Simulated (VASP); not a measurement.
# TiO2 in VASP: single point with PBEsol

Aim: the single point of TiO2 with PBEsol.

Program: VASP 6.6.1. These are calculated values, not measurements. Logs are shortened: lines on timing, memory, paths and dates and some standing lists are left out, and cuts for length are marked.

## Step 1: The cell of the first run

The cell holds a slab with vacuum, 12 atoms: a = 2.939 Å, b = 6.492 Å, c = 20.786 Å, α = 90.00°, β = 90.00°, γ = 90.00°.

## Step 2: Single point, PBEsol

The input, INCAR:

```
PREC = Accurate ; ENCUT = 520
EDIFF = 1E-7 ; ISMEAR = 0
SIGMA = 0.05 ; LREAL = False
LASPH = True ; NELM = 60
ALGO = Normal ; ISIF = 2
LWAVE = False ; LCHARG = True
LDIPOL = True ; IDIPOL = 3
DIPOL = 0.5 0.5 0.500 ; GGA = PS
LELF = True ; LVHAR = True
LVACPOTAV = True ; NBANDS = 60
```

The input, KPOINTS:

```
regular mesh
0
Gamma
  9 4 1
```

The input, POSCAR:

```
TiO2
1.0
    2.9392264234      0.0000000000      0.0000000000
    0.0000000000      6.4924689584      0.0000000000
    0.0000000000      0.0000000000     20.7859572802
O Ti
8 4
Direct
    0.0000000000      0.0000000000      0.3566045186
    0.5000000000      0.3096300027      0.4166772026
    0.5000000000      0.6903699973      0.4166772026
    0.0000000000      0.0000000000      0.4799239554
    0.0000000000      0.5000000000      0.5200760305
    0.5000000000      0.8096299473      0.5833228184
    0.5000000000      0.1903700527      0.5833228184
    0.0000000000      0.5000000000      0.6433954598
    0.0000000000      0.5000000000      0.4350417475
    0.5000000000      0.0000000000      0.4073207375
    0.0000000000      0.0000000000      0.5649582585
    0.5000000000      0.5000000000      0.5926792500
```

Potentials or basis: VASP PAW PBE potentials, release 64 (O, Ti_sv).

Launch:

```
cat potpaw_PBE.64/O/POTCAR potpaw_PBE.64/Ti_sv/POTCAR > POTCAR
mpirun -np 1 vasp_std > vasp.out
```

OUTCAR:

```text
PREC = Accurate
   ENCUT = 520
   EDIFF = 1E-7
   ISMEAR = 0
   LREAL = False
   LASPH = True
   NELM = 60
   ISIF = 2
   GGA = PS

 ion  position               nearest neighbor table
   1  0.000  0.000  0.357-  10 1.81  10 1.81
   2  0.500  0.310  0.417-   9 1.96   9 1.96  10 2.02
   3  0.500  0.690  0.417-   9 1.96   9 1.96  10 2.02
   4  0.000  0.000  0.480-  11 1.77  10 2.11  10 2.11
   5  0.000  0.500  0.520-   9 1.77  12 2.11  12 2.11
   6  0.500  0.810  0.583-  11 1.96  11 1.96  12 2.02
   7  0.500  0.190  0.583-  11 1.96  11 1.96  12 2.02
   8  0.000  0.500  0.643-  12 1.81  12 1.81
   9  0.000  0.500  0.435-   5 1.77   3 1.96   2 1.96   2 1.96   3 1.96
  10  0.500  0.000  0.407-   1 1.81   1 1.81   3 2.02   2 2.02   4 2.11   4 2.11
  11  0.000  0.000  0.565-   4 1.77   6 1.96   7 1.96   6 1.96   7 1.96
  12  0.500  0.500  0.593-   8 1.81   8 1.81   6 2.02   7 2.02   5 2.11   5 2.11

  LATTYP: Found a simple orthorhombic cell.
 ALAT       =     2.9392264234
 B/A-ratio  =     2.2089039846
 C/A-ratio  =     7.0719142679

  Lattice vectors:

 A1 = (   2.9392264234,   0.0000000000,   0.0000000000)
 A2 = (   0.0000000000,   6.4924689584,   0.0000000000)
 A3 = (   0.0000000000,   0.0000000000,  20.7859572802)

Analysis of symmetry for initial positions (statically):
=====================================================================
 Subroutine PRICEL returns:
 Original cell was already a primitive cell.

 Routine SETGRP: Setting up the symmetry group for a
 simple orthorhombic supercell.

 Subroutine GETGRP returns: Found  8 space group operations
 (whereof  4 operations were pure point group operations)
 out of a pool of  8 trial point group operations.

The static configuration has the point symmetry C_2v.
 The point group associated with its full space group is D_2h.

Analysis of symmetry for dynamics (positions and initial velocities):
=====================================================================
 Subroutine PRICEL returns:
 Original cell was already a primitive cell.

 Routine SETGRP: Setting up the symmetry group for a
 simple orthorhombic supercell.

 Subroutine GETGRP returns: Found  8 space group operations
 (whereof  4 operations were pure point group operations)
 out of a pool of  8 trial point group operations.

The dynamic configuration has the point symmetry C_2v.
 The point group associated with its full space group is D_2h.

 Subroutine INISYM returns: Found  8 space group operations
 (whereof  4 operations are pure point group operations),
 and found     1 'primitive' translations

----------------------------------------------------------------------------------------

                                     Primitive cell

  volume of cell :     396.6550

  direct lattice vectors                    reciprocal lattice vectors
     2.939226423  0.000000000  0.000000000     0.340225575  0.000000000  0.000000000
     0.000000000  6.492468958  0.000000000     0.000000000  0.154024610  0.000000000
     0.000000000  0.000000000 20.785957280     0.000000000  0.000000000  0.048109403

  length of vectors
     2.939226423  6.492468958 20.785957280     0.340225575  0.154024610  0.048109403

  position of ions in fractional coordinates (direct lattice)
     0.000000000  0.000000000  0.356604519
     0.500000000  0.309630003  0.416677203
     0.500000000  0.690369997  0.416677203
     0.000000000  0.000000000  0.479923955
     0.000000000  0.500000000  0.520076031
     0.500000000  0.809629947  0.583322818
     0.500000000  0.190370053  0.583322818
     0.000000000  0.500000000  0.643395460
     0.000000000  0.500000000  0.435041748
     0.500000000  0.000000000  0.407320738
     0.000000000  0.000000000  0.564958258
     0.500000000  0.500000000  0.592679250

  ion indices of the primitive-cell ions
   primitive index   ion index
                 1           1
                 2           2
                 3           3
                 4           4
                 5           5
                 6           6
                 7           7
                 8           8
                 9           9
                10          10
                11          11
                12          12

----------------------------------------------------------------------------------------

 KPOINTS: regular mesh

Automatic generation of k-mesh.
 Grid dimensions read from file:
 generate k-points for:    9    4    1

 Generating k-lattice:

  Cartesian coordinates                     Fractional coordinates (reciprocal lattice)
     0.037802842  0.000000000  0.000000000     0.111111111  0.000000000  0.000000000
     0.000000000  0.038506153  0.000000000     0.000000000  0.250000000  0.000000000
     0.000000000  0.000000000  0.048109403     0.000000000  0.000000000  1.000000000

  Length of vectors
     0.037802842  0.038506153  0.048109403

  Shift w.r.t. Gamma in fractional coordinates (k-lattice)
     0.000000000  0.000000000  0.000000000

 Subroutine IBZKPT returns following result:
 ===========================================

 Found     15 irreducible k-points:

 Following reciprocal coordinates:
            Coordinates               Weight
  0.000000  0.000000  0.000000      1.000000
  0.111111  0.000000  0.000000      2.000000
  0.222222  0.000000  0.000000      2.000000
  0.333333  0.000000  0.000000      2.000000
  0.444444  0.000000  0.000000      2.000000
  0.000000  0.250000  0.000000      2.000000
  0.111111  0.250000  0.000000      4.000000
  0.222222  0.250000  0.000000      4.000000
  0.333333  0.250000  0.000000      4.000000
  0.444444  0.250000  0.000000      4.000000
  0.000000  0.500000  0.000000      1.000000
  0.111111  0.500000  0.000000      2.000000
  0.222222  0.500000  0.000000      2.000000
  0.333333  0.500000  0.000000      2.000000
  0.444444  0.500000  0.000000      2.000000
   k-points           NKPTS =     15   k-points in BZ     NKDIM =     15   number of bands    NBANDS=     60
   number of dos      NEDOS =    301   number of ions     NIONS =     12
   total plane-waves  NPLWV = 184320
   dimension x,y,z NGX =    24 NGY =   48 NGZ =  160
   dimension x,y,z NGXF=    48 NGYF=   96 NGZF=  320
   ions per type =               8   4
   NGX,Y,Z   is equivalent  to a cutoff of  13.57, 12.29, 12.80 a.u.
   NGXF,Y,Z  is equivalent  to a cutoff of  27.15, 24.58, 25.59 a.u.
 SYSTEM =  unknown system
   PREC   = accura    normal or accurate (medium, high low for compatibility)
   ISTART =      0    job   : 0-new  1-cont  2-samecut
   ICHARG =      2    charge: 1-file 2-atom 10-const
   ISPIN  =      1    spin polarized calculation?
   LNONCOLLINEAR =      F non collinear calculations
   LSORBIT =      F    spin-orbit coupling
   LASPH  =      T    aspherical Exc in radial PAW
   ENCUT  =  520.0 eV  38.22 Ry    6.18 a.u.   5.47 12.07 38.65*2*pi/ulx,y,z
   NELM   =     60;   NELMIN=  2; NELMDL= -5     # of ELM steps
   EDIFF  = 0.1E-06   stopping-criterion for ELM
   LREAL  =      F    real-space projection
   EDIFFG = 0.1E-05   stopping-criterion for IOM
   NSW    =      0    number of steps for IOM
   IBRION =     -1    ionic relax: 0-MD 1-quasi-New 2-CG
   NFREE  =      0    steps in history (QN), initial steepest desc. (CG)
   ISIF   =      2    stress and relaxation
   ISYM   =      2    0-nonsym 1-usesym 2-fastsym
   POTIM  = 0.5000    time-step for ionic-motion
   TEBEG  =    0.0;   TEEND  =   0.0 temperature during run
   PSTRESS=    0.0 pullay stress
   NELECT =      96.0000    total number of electrons
   NUPDOWN=      -1.0000    fix difference up-down
   EMIN   =  10.00;   EMAX   =-10.00  energy-range for DOS
   EFERMI =   0.00;   METHOD = LEGACY
   ISMEAR =     0;   SIGMA  =   0.05  broadening in eV -4-tet -1-fermi 0-gaus
   EFERMI_NEDOS =   21; number of points for ismear=-14 and -15
   IALGO  =     38    algorithm
   IMIX   =      4    mixing-type and parameters
     AMIX     =   0.40;   BMIX     =  1.00
     AMIX_MAG =   1.60;   BMIX_MAG =  1.00
  volume/ion in A,a.u.               =      33.05       223.06
  Fermi-wavevector in a.u.,A,eV,Ry     =   1.020221  1.927938 14.161636  1.040851
  Thomas-Fermi vector in A             =   2.153778
   LORBIT       =      0    0 simple, 1 ext, 2 COOP (PROOUT), +10 PAW based schemes
   GGA     = PS    functional components
   LHFCALC =     F    Hartree Fock is set to
   AEXX    =    0.0000 exact exchange contribution
   IVDW    =     0    specifies the selected vdW correction
   LEPSILON=     F    determine dielectric tensor
   LRPA    =     F    only Hartree local field effects (RPA)
 non-spin polarized calculation
 Gauss-broadening in eV      SIGMA  =   0.05
  energy-cutoff  :      520.00
  volume of cell :      396.66
 maximum number of plane-waves:     10727
 NGX is ok and might be reduce to    24
   NGX = 11   NGY = 25   NGZ = 77

 number of electron      95.9999966 magnetization

 dipolmoment           0.000000      0.000000      0.000005 electrons x Angstroem

 Free energy of the ion-electron system (eV)
  ---------------------------------------------------
  ext. energy  EPLUGINS =         0.00000000
  ---------------------------------------------------
  free energy    TOTEN  =      -111.16031915 eV

  energy without entropy =     -111.16031915  energy(sigma->0) =     -111.16031915

 E-fermi :  -3.4969     XC(G=0):  -4.2480

 val. band max:       -3.7163817154   @ k =   0.0000   0.0000   0.0000
 cond. band min:      -1.3331214398   @ k =   0.0000   0.0000   0.0000
 fundamental gap:      2.3832602757
 Fermi energy:        -3.4968861425

 k-point     1 :       0.0000    0.0000    0.0000
  band No.  band energies     occupation
      1     -59.8744      2.00000
      2     -59.8739      2.00000
      3     -59.6848      2.00000
      4     -59.6846      2.00000
      5     -36.3742      2.00000
      6     -36.3698      2.00000
[... 934 lines left out ...]
     59       0.7397      0.00000
     60       0.7402      0.00000

------------------------ aborting loop because EDIFF is reached ----------------------------------------

  FORCE on cell =-STRESS in cart. coord.  units (eV):
  Direction    XX          YY          ZZ          XY          YZ          ZX
  --------------------------------------------------------------------------------------
  -------------------------------------------------------------------------------------
  Total       -2.6553477     -3.8893391      0.6116040      0.0000000      0.0000000      0.0000000
  in kB      -10.7255366    -15.7099005      2.4704038      0.0000000      0.0000000      0.0000000
  external PRESSURE =      -7.9883444 kB  Pullay stress =       0.0000000 kB

 VOLUME and BASIS-vectors are now :
 -----------------------------------------------------------------------------
  energy-cutoff  :      520.00
  volume of cell :      396.66
      direct lattice vectors                 reciprocal lattice vectors
     2.939226423  0.000000000  0.000000000     0.340225575  0.000000000  0.000000000
     0.000000000  6.492468958  0.000000000     0.000000000  0.154024610  0.000000000
     0.000000000  0.000000000 20.785957280     0.000000000  0.000000000  0.048109403

 POSITION                                       TOTAL-FORCE (eV/Angst)
 -----------------------------------------------------------------------------------
      0.00000      0.00000      7.41237         0.000000      0.000000     -0.124323
      1.46961      2.01026      8.66103         0.000000     -0.037501     -0.009989
      1.46961      4.48221      8.66103         0.000000      0.037501     -0.009989
      0.00000      0.00000      9.97568         0.000000      0.000000     -0.093833
      0.00000      3.24623     10.81028         0.000000      0.000000      0.093833
      1.46961      5.25650     12.12492         0.000000     -0.037501      0.009989
      1.46961      1.23597     12.12492         0.000000      0.037501      0.009989
      0.00000      3.24623     13.37359         0.000000      0.000000      0.124323
      0.00000      3.24623      9.04276         0.000000      0.000000     -0.100495
      1.46961      0.00000      8.46655         0.000000      0.000000      0.086864
      0.00000      0.00000     11.74320         0.000000      0.000000      0.100495
      1.46961      3.24623     12.31941         0.000000      0.000000     -0.086864
 -----------------------------------------------------------------------------------
    total drift:                                0.000000      0.000000      0.001534

  FREE ENERGIE OF THE ION-ELECTRON SYSTEM (eV)
  ---------------------------------------------------
  free  energy   TOTEN  =      -111.1603191510 eV

  energy  without entropy=     -111.1603191510  energy(sigma->0) =     -111.16031915

 vacuum level on the upper side and lower side of the slab         3.807         3.807
```

Run time: 8.1 min. Hardware: 1 thread of Intel Xeon 6975P-C (Granite Rapids), shared host; peak memory 0.55 GiB.

Results:

```
Free energy            : -111.1603 eV
Largest force          : 0.124 eV/Å
Band gap on the k mesh : 2.38 eV
```

Forces on the atoms (eV/Å):
```
O    0.000  0.000 -0.124
O    0.000 -0.038 -0.010
O    0.000  0.038 -0.010
O    0.000  0.000 -0.094
O    0.000  0.000  0.094
O    0.000 -0.038  0.010
O    0.000  0.038  0.010
O    0.000  0.000  0.124
Ti   0.000  0.000 -0.100
Ti   0.000  0.000  0.087
Ti   0.000  0.000  0.100
Ti   0.000  0.000 -0.087
```

Levels at points of the mesh, in eV from the valence-band top:
| k point | band 45 | band 46 | band 47 | band 48 | band 49 | band 50 | band 51 | band 52 |
| --- | --- | --- | --- | --- | --- | --- | --- | --- |
| (0.00, 0.00, 0.00) | -0.72 | -0.63 | -0.28 | 0.00 | 2.38 | 2.38 | 3.10 | 3.12 |
| (0.00, 0.50, 0.00) | -1.09 | -1.09 | -0.65 | -0.65 | 2.94 | 2.94 | 3.23 | 3.23 |

Caveat: the PAW data sets were made with another functional, which shifts forces and pressure a little.
